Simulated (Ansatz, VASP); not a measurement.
## One calculation of Ca, two programs

INCAR

```
PREC     = Accurate       # precision mode
ENCUT    = 520            # plane-wave cutoff, eV
EDIFF    = 1E-7           # SCF threshold, eV
ISMEAR   = 0              # smearing method
SIGMA    = 0.15           # smearing width, eV
LREAL    = False          # projectors in reciprocal space
LASPH    = True           # aspherical terms in the spheres
NELM     = 80             # most SCF steps
ALGO     = Fast           # electronic algorithm
ISIF     = 2              # what is computed and relaxed
LWAVE    = False          # write WAVECAR
LCHARG   = False          # write CHGCAR
GGA      = PS             # functional
NBANDS   = 11             # bands
```

KPOINTS

```
Automatic mesh
0
Gamma
  20 20 20
```

File POSCAR:

```
Ca
1.0
    3.4571445125     -0.1819549743     -0.1819549743
   -0.1819549743      3.4571445125     -0.1819549743
   -0.1819549743     -0.1819549743      3.4571445125
Ca
1
Direct
    0.0000000000      0.0000000000      0.0000000000
```

Input for Ansatz:

```yaml
crystal:
  lattice:
    - [3.4571445125, -0.1819549743, -0.1819549743]
    - [-0.1819549743, 3.4571445125, -0.1819549743]
    - [-0.1819549743, -0.1819549743, 3.4571445125]
  atoms:
    - { symbol: Ca, position: [0.0, 0.0, 0.0] }
basis:
  ecutwfc: 420
kpoints:
  mp_grid: { grid: [20, 20, 20] }
hamiltonian:
  xc: pbesol
scf:
  occupations: { method: gaussian, width: 0.15 }
output:
  forces: true
  stress: true
  eigenvalues: true
```

Alike in both runs: task single point; functional PBEsol; k mesh 20 × 20 × 20; occupations gaussian, width 0.15 eV; no spin polarisation.

|  | VASP | Ansatz |
| --- | --- | --- |
| version | VASP 6.6.1 | Ansatz 0.2.0 |
| potentials or method | VASP PAW PBE potentials, release 64 (Ca_sv), cutoff 520 eV | scalar-relativistic, plane waves, PAW |
| valence electrons in the cell | 10 | 10 |

|  | VASP | Ansatz | Ansatz less VASP |
| --- | --- | --- | --- |
| gap on the k mesh at the Fermi level (eV) | none | none | - |
| pressure (GPa) | 0.1 | 0.1 | 0.00 |
| traceless stress, the component that is largest in VASP (GPa) | -0.97 | -0.97 | -0.001 |

VASP's potentials were made for PBE, not for PBEsol. A gap of «none» marks a metal or a gap that the smearing closes. The functional is the same, so the differences come from potentials, cutoffs and numerics.
